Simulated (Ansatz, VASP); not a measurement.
Two plane-wave programs on Ti

```
CELL_PARAMETERS angstrom
2.93908 0.00000 0.00000
-1.46954 2.54531 0.00000
0.00000 0.00000 4.65599
ATOMIC_POSITIONS crystal
Ti 0.33333 0.66667 0.25000
Ti 0.66667 0.33333 0.75000
```

Alike in both runs: task single point; functional PBE; k mesh 12 × 12 × 7; occupations gaussian, width 0.03 eV; no spin polarisation.

```csv
,VASP,Ansatz
version,VASP 6.6.1,Ansatz 0.2.0
potentials or method,"VASP PAW PBE potentials, release 64 (Ti_sv), cutoff 520 eV","plane waves (420 eV) with PAW, scalar-relativistic"
valence electrons in the cell,24,24
```

```tsv
	VASP	Ansatz	Ansatz less VASP
pressure (GPa)	-0.3	-0.1	+0.23
traceless stress, the component that is largest in VASP (GPa)	-0.08	-0.08	-0.002
```

The functional is the same, so the differences come from potentials, cutoffs and numerics.
